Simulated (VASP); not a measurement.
Here is a VASP 6.6.1 calculation.

The input INCAR:

```
SYSTEM = SnSe2
PREC = Accurate
ENCUT = 520
EDIFF = 1E-6
ISMEAR = 0
SIGMA = 0.1
LREAL = .False.
LASPH = .True.
NELM = 100
ALGO = Normal
ISIF = 2
LWAVE = .False.
LCHARG = .False.
GGA = PE
NBANDS = 20
```

Contents of KPOINTS:

```
Automatic mesh
0
Gamma
  6 6 4
  0 0 0
```

Contents of POSCAR:

```
SnSe2
1.0
    3.8759195071      0.0000000000      0.0000000000
   -1.9379597536      3.3566447562      0.0000000000
    0.0000000000      0.0000000000      6.7861685071
Sn Se
1 2
Direct
    0.0000000000      0.0000000000      0.0000000000
    0.3333333333      0.6666666667      0.2343330289
    0.6666666667      0.3333333333      0.7656669711
```

Potentials or basis: VASP PAW PBE potentials, release 64 (Sn_d, Se).

Run with:

```console
$ cat potpaw_PBE.64/Sn_d/POTCAR potpaw_PBE.64/Se/POTCAR > POTCAR
$ mpirun -np 1 vasp_std > vasp.out
```

Question: What does it give for the pressure?

Answer: 0.2 GPa.

Question: What does it give for the largest force?

Answer: 0.026 eV/Å.

Question: Estimate the band gap on the k mesh.

Answer: 0.70 eV (least direct gap 1.11 eV).

Forces on the atoms (eV/Å):
```
Sn   0.000  0.000  0.000
Se   0.000  0.000  0.026
Se   0.000  0.000 -0.026
```

Caveat: spin-orbit coupling is left out, which moves the levels of the heavy elements; this functional lacks dispersion, which binds the layers, so the pressure and a relaxed spacing across them are unreliable. A k mesh can miss the band edges.
